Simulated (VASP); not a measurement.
# K2YCuF6 (Fm-3m) in VASP: single point with r2SCAN

Aim: the single point of K2YCuF6 with r2SCAN.

All numbers are computed with VASP 6.6.1; they aren't measurements. Logs are shortened: lines on timing, memory, paths and dates and some standing lists are left out, and cuts for length are marked.

## 1. The cell of the first run

It takes space group Fm-3m (No. 225, cubic). The conventional cell has a = 8.848 Å, b = 8.848 Å, c = 8.848 Å, α = 90.00°, β = 90.00°, γ = 90.00°. Within 4.1 Å of K (site symmetry -43m) lie 12 F at 3.13 Å and 4 Cu at 3.83 Å and 4 Y at 3.83 Å. Within 2.9 Å of Y (site symmetry m-3m) lie 6 F at 2.18 Å. Cu (site symmetry m-3m) has 6 F at 2.25 Å within 3.0 Å. Within 2.9 Å of F (site symmetry 4mm) lie 1 Y at 2.18 Å and 1 Cu at 2.25 Å.

## 2. Single point, r2SCAN

Input file POSCAR:

```
K2YCuF6
1.0
    0.0000000000      4.4240514300      4.4240514300
    4.4240514300      0.0000000000      4.4240514300
    4.4240514300      4.4240514300      0.0000000000
K Y Cu F
2 1 1 6
Direct
    0.7500000000      0.7500000000      0.7500000000
    0.2500000000      0.2500000000      0.2500000000
    0.5000000000      0.5000000000      0.5000000000
    0.0000000000      0.0000000000      0.0000000000
    0.7460249800      0.2539750200      0.2539750200
    0.2539750200      0.2539750200      0.7460249800
    0.2539750200      0.7460249800      0.7460249800
    0.2539750200      0.7460249800      0.2539750200
    0.7460249800      0.2539750200      0.7460249800
    0.7460249800      0.7460249800      0.2539750200
```

Input file INCAR.step1:

```
  PREC = Accurate
  ENCUT = 520
  ISMEAR = 0
  SIGMA = 0.01
  LREAL = F
  LASPH = T
  NELM = 100
  NBANDS = 52
  GGA = PE
  ALGO = Normal
  EDIFF = 1E-4
  LWAVE = T
  LCHARG = F
```

Input file INCAR.step2:

```
  PREC = Accurate
  ENCUT = 520
  EDIFF = 1E-6
  ISMEAR = 0
  SIGMA = 0.01
  LREAL = F
  LASPH = T
  NELM = 100
  ALGO = Normal
  ISIF = 2
  LWAVE = F
  LCHARG = F
  METAGGA = R2SCAN
  LMIXTAU = T
  NBANDS = 52
  ISTART = 1
```

Input file KPOINTS:

```
Automatic mesh
0
Gamma
  4 4 4
```

Potentials or basis: VASP PAW PBE potentials, release 64 (K_sv, Y_sv, Cu, F).

On the command line:

```console
$ cat potpaw_PBE.64/K_sv/POTCAR potpaw_PBE.64/Y_sv/POTCAR potpaw_PBE.64/Cu/POTCAR potpaw_PBE.64/F/POTCAR > POTCAR
$ cp INCAR.step1 INCAR
$ mpirun -np 1 vasp_std > vasp.out
$ cp INCAR.step2 INCAR
$ mpirun -np 1 vasp_std > vasp.out
```

OUTCAR:

```text
PREC = Accurate
   ENCUT = 520
   EDIFF = 1E-6
   ISMEAR = 0
   LREAL = F
   LASPH = T
   NELM = 100
   ISIF = 2
   METAGGA = R2SCAN
   ISTART = 1

 ion  position               nearest neighbor table
   1  0.750  0.750  0.750-   3 3.83   3 3.83   3 3.83   3 3.83
   2  0.250  0.250  0.250-   3 3.83   3 3.83   3 3.83   3 3.83
   3  0.500  0.500  0.500-   5 2.18   6 2.18   7 2.18   8 2.18   9 2.18  10 2.18   1 3.83   2 3.83
                             2 3.83   2 3.83   2 3.83   1 3.83   1 3.83   1 3.83
   4  0.000  0.000  0.000-   5 2.25   6 2.25   7 2.25   8 2.25   9 2.25  10 2.25
   5  0.746  0.254  0.254-   3 2.18   4 2.25
   6  0.254  0.254  0.746-   3 2.18   4 2.25
   7  0.254  0.746  0.746-   3 2.18   4 2.25
   8  0.254  0.746  0.254-   3 2.18   4 2.25
   9  0.746  0.254  0.746-   3 2.18   4 2.25
  10  0.746  0.746  0.254-   3 2.18   4 2.25

  LATTYP: Found a face centered cubic cell.
 ALAT       =     8.8481028600

  Lattice vectors:

 A1 = (   0.0000000000,   4.4240514300,   4.4240514300)
 A2 = (   4.4240514300,   0.0000000000,   4.4240514300)
 A3 = (   4.4240514300,   4.4240514300,   0.0000000000)

Analysis of symmetry for initial positions (statically):
=====================================================================
 Subroutine PRICEL returns:
 Original cell was already a primitive cell.

 Routine SETGRP: Setting up the symmetry group for a
 face centered cubic supercell.

 Subroutine GETGRP returns: Found 48 space group operations
 (whereof 48 operations were pure point group operations)
 out of a pool of 48 trial point group operations.

The static configuration has the point symmetry O_h .

Analysis of symmetry for dynamics (positions and initial velocities):
=====================================================================
 Subroutine PRICEL returns:
 Original cell was already a primitive cell.

 Routine SETGRP: Setting up the symmetry group for a
 face centered cubic supercell.

 Subroutine GETGRP returns: Found 48 space group operations
 (whereof 48 operations were pure point group operations)
 out of a pool of 48 trial point group operations.

The dynamic configuration has the point symmetry O_h .

 Subroutine INISYM returns: Found 48 space group operations
 (whereof 48 operations are pure point group operations),
 and found     1 'primitive' translations

----------------------------------------------------------------------------------------

                                     Primitive cell

  volume of cell :     173.1771

  direct lattice vectors                    reciprocal lattice vectors
     0.000000000  4.424051430  4.424051430    -0.113018578  0.113018578  0.113018578
     4.424051430  0.000000000  4.424051430     0.113018578 -0.113018578  0.113018578
     4.424051430  4.424051430  0.000000000     0.113018578  0.113018578 -0.113018578

  length of vectors
     6.256553533  6.256553533  6.256553533     0.195753919  0.195753919  0.195753919

  position of ions in fractional coordinates (direct lattice)
     0.750000000  0.750000000  0.750000000
     0.250000000  0.250000000  0.250000000
     0.500000000  0.500000000  0.500000000
     0.000000000  0.000000000  0.000000000
     0.746024980  0.253975020  0.253975020
     0.253975020  0.253975020  0.746024980
     0.253975020  0.746024980  0.746024980
     0.253975020  0.746024980  0.253975020
     0.746024980  0.253975020  0.746024980
     0.746024980  0.746024980  0.253975020

  ion indices of the primitive-cell ions
   primitive index   ion index
                 1           1
                 2           2
                 3           3
                 4           4
                 5           5
                 6           6
                 7           7
                 8           8
                 9           9
                10          10

----------------------------------------------------------------------------------------

 KPOINTS: Automatic mesh

Automatic generation of k-mesh.
 Grid dimensions read from file:
 generate k-points for:    4    4    4

 Generating k-lattice:

  Cartesian coordinates                     Fractional coordinates (reciprocal lattice)
    -0.028254644  0.028254644  0.028254644     0.250000000  0.000000000  0.000000000
     0.028254644 -0.028254644  0.028254644     0.000000000  0.250000000  0.000000000
     0.028254644  0.028254644 -0.028254644     0.000000000  0.000000000  0.250000000

  Length of vectors
     0.048938480  0.048938480  0.048938480

  Shift w.r.t. Gamma in fractional coordinates (k-lattice)
     0.000000000  0.000000000  0.000000000

 Subroutine IBZKPT returns following result:
 ===========================================

 Found      8 irreducible k-points:

 Following reciprocal coordinates:
            Coordinates               Weight
  0.000000  0.000000  0.000000      1.000000
  0.250000  0.000000  0.000000      8.000000
  0.500000  0.000000  0.000000      4.000000
  0.250000  0.250000  0.000000      6.000000
  0.500000  0.250000  0.000000     24.000000
 -0.250000  0.250000  0.000000     12.000000
  0.500000  0.500000  0.000000      3.000000
 -0.250000  0.500000  0.250000      6.000000
   k-points           NKPTS =      8   k-points in BZ     NKDIM =      8   number of bands    NBANDS=     52
   number of dos      NEDOS =    301   number of ions     NIONS =     10
   total plane-waves  NPLWV = 110592
   dimension x,y,z NGX =    48 NGY =   48 NGZ =   48
   dimension x,y,z NGXF=    96 NGYF=   96 NGZF=   96
   ions per type =               2   1   1   6
   NGX,Y,Z   is equivalent  to a cutoff of  12.75, 12.75, 12.75 a.u.
   NGXF,Y,Z  is equivalent  to a cutoff of  25.51, 25.51, 25.51 a.u.
 SYSTEM =  unknown system
   PREC   = accura    normal or accurate (medium, high low for compatibility)
   ISTART =      1    job   : 0-new  1-cont  2-samecut
   ICHARG =      0    charge: 1-file 2-atom 10-const
   ISPIN  =      1    spin polarized calculation?
   LNONCOLLINEAR =      F non collinear calculations
   LSORBIT =      F    spin-orbit coupling
   LASPH  =      T    aspherical Exc in radial PAW
   ENCUT  =  520.0 eV  38.22 Ry    6.18 a.u.  11.63 11.63 11.63*2*pi/ulx,y,z
   NELM   =    100;   NELMIN=  2; NELMDL=  0     # of ELM steps
   EDIFF  = 0.1E-05   stopping-criterion for ELM
   LREAL  =      F    real-space projection
   EDIFFG = 0.1E-04   stopping-criterion for IOM
   NSW    =      0    number of steps for IOM
   IBRION =     -1    ionic relax: 0-MD 1-quasi-New 2-CG
   NFREE  =      0    steps in history (QN), initial steepest desc. (CG)
   ISIF   =      2    stress and relaxation
   ISYM   =      2    0-nonsym 1-usesym 2-fastsym
   POTIM  = 0.5000    time-step for ionic-motion
   TEBEG  =    0.0;   TEEND  =   0.0 temperature during run
   PSTRESS=    0.0 pullay stress
   NELECT =      82.0000    total number of electrons
   NUPDOWN=      -1.0000    fix difference up-down
   EMIN   =  10.00;   EMAX   =-10.00  energy-range for DOS
   EFERMI =   0.00;   METHOD = LEGACY
   ISMEAR =     0;   SIGMA  =   0.01  broadening in eV -4-tet -1-fermi 0-gaus
   EFERMI_NEDOS =   21; number of points for ismear=-14 and -15
   IALGO  =     38    algorithm
   IMIX   =      4    mixing-type and parameters
     AMIX     =   0.40;   BMIX     =  1.00
     AMIX_MAG =   1.60;   BMIX_MAG =  1.00
  volume/ion in A,a.u.               =      17.32       116.87
  Fermi-wavevector in a.u.,A,eV,Ry     =   1.275996  2.411283 22.152537  1.628166
  Thomas-Fermi vector in A             =   2.408677
   LORBIT       =      0    0 simple, 1 ext, 2 COOP (PROOUT), +10 PAW based schemes
   METAGGA = R2SCAN    functional components
   LHFCALC =     F    Hartree Fock is set to
   AEXX    =    0.0000 exact exchange contribution
   IVDW    =     0    specifies the selected vdW correction
   LEPSILON=     F    determine dielectric tensor
   LRPA    =     F    only Hartree local field effects (RPA)
 non-spin polarized calculation
 Gauss-broadening in eV      SIGMA  =   0.01
  energy-cutoff  :      520.00
  volume of cell :      173.18
 maximum number of plane-waves:      4720
 NGX is ok and might be reduce to    48
   NGX = 23   NGY = 23   NGZ = 23

 number of electron      81.9999973 magnetization

 Free energy of the ion-electron system (eV)
  ---------------------------------------------------
  ext. energy  EPLUGINS =         0.00000000
  ---------------------------------------------------
  free energy    TOTEN  =       -92.90214110 eV

  energy without entropy =      -92.90214110  energy(sigma->0) =      -92.90214110

 E-fermi :   2.5740     XC(G=0):  -9.1776

 val. band max:        2.5004421360   @ k =   0.5000   0.0000   0.0000
 cond. band min:       3.4112041029   @ k =   0.0000   0.0000   0.0000
 fundamental gap:      0.9107619669
 Fermi energy:         2.5739547046

 k-point     1 :       0.0000    0.0000    0.0000
  band No.  band energies     occupation
      1     -42.3511      2.00000
      2     -30.6205      2.00000
      3     -30.6097      2.00000
      4     -24.3382      2.00000
      5     -24.3382      2.00000
      6     -24.3382      2.00000
[... 44 lines left out ...]
     51       8.1544      0.00000
     52       9.2128      0.00000

 k-point     2 :       0.2500    0.0000    0.0000
  band No.  band energies     occupation
      1     -42.3511      2.00000
      2     -30.6187      2.00000
      3     -30.6111      2.00000
      4     -24.3694      2.00000
      5     -24.3291      2.00000
      6     -24.3291      2.00000
[... 44 lines left out ...]
     51       8.3745      0.00000
     52       9.0460      0.00000
[... 273 lines left out ...]
     51       8.2310      0.00000
     52       9.1085      0.00000

 k-point     8 :      -0.2500    0.5000    0.2500
  band No.  band energies     occupation
      1     -42.3511      2.00000
      2     -30.6145      2.00000
      3     -30.6145      2.00000
      4     -24.3501      2.00000
      5     -24.3418      2.00000
      6     -24.3418      2.00000
[... 44 lines left out ...]
     51       8.3015      0.00000
     52       8.7560      0.00000

------------------------ aborting loop because EDIFF is reached ----------------------------------------

  FORCE on cell =-STRESS in cart. coord.  units (eV):
  Direction    XX          YY          ZZ          XY          YZ          ZX
  --------------------------------------------------------------------------------------
  -------------------------------------------------------------------------------------
  Total       -3.1210882     -3.1210882     -3.1210882     -0.0000000     -0.0000000      0.0000000
  in kB      -28.8752751    -28.8752751    -28.8752751     -0.0000000     -0.0000000      0.0000000
  external PRESSURE =     -28.8752751 kB  Pullay stress =       0.0000000 kB

 VOLUME and BASIS-vectors are now :
 -----------------------------------------------------------------------------
  energy-cutoff  :      520.00
  volume of cell :      173.18
      direct lattice vectors                 reciprocal lattice vectors
     0.000000000  4.424051430  4.424051430    -0.113018578  0.113018578  0.113018578
     4.424051430  0.000000000  4.424051430     0.113018578 -0.113018578  0.113018578
     4.424051430  4.424051430  0.000000000     0.113018578  0.113018578 -0.113018578

 POSITION                                       TOTAL-FORCE (eV/Angst)
 -----------------------------------------------------------------------------------
      6.63608      6.63608      6.63608        -0.000000      0.000000     -0.000000
      2.21203      2.21203      2.21203        -0.000000     -0.000000     -0.000000
      4.42405      4.42405      4.42405        -0.000000      0.000000     -0.000000
      0.00000      0.00000      0.00000        -0.000000      0.000000     -0.000000
      2.24720      4.42405      4.42405         0.118280      0.000000     -0.000000
      4.42405      4.42405      2.24720        -0.000000      0.000000      0.118280
      6.60091      4.42405      4.42405        -0.118280      0.000000     -0.000000
      4.42405      2.24720      4.42405        -0.000000      0.118280     -0.000000
      4.42405      6.60091      4.42405        -0.000000     -0.118280     -0.000000
      4.42405      4.42405      6.60091        -0.000000      0.000000     -0.118280
 -----------------------------------------------------------------------------------
    total drift:                               -0.000000     -0.000000      0.000000

  FREE ENERGIE OF THE ION-ELECTRON SYSTEM (eV)
  ---------------------------------------------------
  free  energy   TOTEN  =       -92.9021410983 eV

  energy  without entropy=      -92.9021410983  energy(sigma->0) =      -92.90214110
```

It took 6.6 min on 1 thread of Intel Xeon Platinum 8375C at 2.90GHz (Ice Lake), shared host; peak memory 0.4 GiB.

Results:

```yaml
Free_energy: -92.9021 eV
Pressure: -2.9 GPa
Largest_force: 0.118 eV/Å
Band_gap_on_the_k_mesh: 0.91 eV (least direct gap 1.02 eV)
```

Forces in eV/Å, atoms in the order of the input:
```
K    0.000  0.000  0.000
K    0.000  0.000  0.000
Y    0.000  0.000  0.000
Cu   0.000  0.000  0.000
F    0.118  0.000  0.000
F    0.000  0.000  0.118
F   -0.118  0.000  0.000
F    0.000  0.118  0.000
F    0.000 -0.118  0.000
F    0.000  0.000 -0.118
```

Levels at points of the mesh, in eV from the valence-band top:
| k point | band 38 | band 39 | band 40 | band 41 | band 42 | band 43 | band 44 | band 45 |
| --- | --- | --- | --- | --- | --- | --- | --- | --- |
| (0.00, 0.00, 0.00) | -0.53 | -0.53 | -0.11 | -0.11 | 0.91 | 3.36 | 3.36 | 3.36 |
| (0.50, 0.00, 0.00) | -0.49 | -0.49 | 0.00 | 0.00 | 2.71 | 3.17 | 3.38 | 3.38 |
| (0.50, 0.50, 0.00) | -0.47 | -0.47 | -0.11 | -0.09 | 2.60 | 3.38 | 3.46 | 3.46 |

Caveat: the PAW data sets were made with another functional, which shifts forces and pressure a little. A k mesh can miss the band edges.
